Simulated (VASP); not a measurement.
Write the native input for VASP 6.6.1 that does the following.

```yaml
Task: single point
Functional: LDA
Potentials_or_basis: VASP PAW LDA potentials, release 64 (V_sv, Ru_pv)
Cutoff: 520 eV
k_mesh: 7 × 7 × 7
Occupations: gaussian, width 0.15 eV
Spin: collinear spin, ferromagnetic start
Starting_moments: "[2.0, 2.0, 2.0, 0.0] μB"
Dipole_correction: no
Further_INCAR_settings: ALGO = Normal; EDIFF = 1e-06; NBANDS = 38
```

The structure of V3Ru lies in POSCAR:

```
V3Ru
1.0
    0.0000000000      2.9766810000      2.9766810000
    2.9766810000      0.0000000000      2.9766810000
    2.9766810000      2.9766810000      0.0000000000
V Ru
3 1
Direct
    0.2500000000      0.2500000000      0.2500000000
    0.7500000000      0.7500000000      0.7500000000
    0.5000000000      0.5000000000      0.5000000000
    0.0000000000      0.0000000000      0.0000000000
```

These files were run (other wordings do the same):

INCAR

```
PREC = Accurate
ENCUT = 520
EDIFF = 1E-6
ISMEAR = 0
SIGMA = 0.15
LREAL = F
LASPH = T
NELM = 150
ALGO = Normal
ISIF = 2
LWAVE = F
LCHARG = F
ISPIN = 2
MAGMOM = 2 2 2 0
LORBIT = 11
LMAXMIX = 4
NBANDS = 38
```

KPOINTS

```
regular mesh
0
Gamma
  7 7 7
```

Potentials or basis: VASP PAW LDA potentials, release 64 (V_sv, Ru_pv).

The run is started by

```bash
$ cat potpaw_LDA.64/V_sv/POTCAR potpaw_LDA.64/Ru_pv/POTCAR > POTCAR
$ mpirun -np 1 vasp_std > vasp.out
```

Results of the run:

- Pressure: -10.9 GPa
- Net moment: 0.00 μB per cell
- Valence electrons inside the program's atomic spheres: V 11.68, 11.72 (each value once); Ru 12.74

Caveat: the cell stands under tension; the moments typed at the start vanished in this run.

Wall time 56 s on 1 thread of Intel(R) Xeon(R) Platinum 8259CL CPU @ 2.50GHz (Skylake/Cascade Lake), on a shared host, peak memory 0.2 GiB.
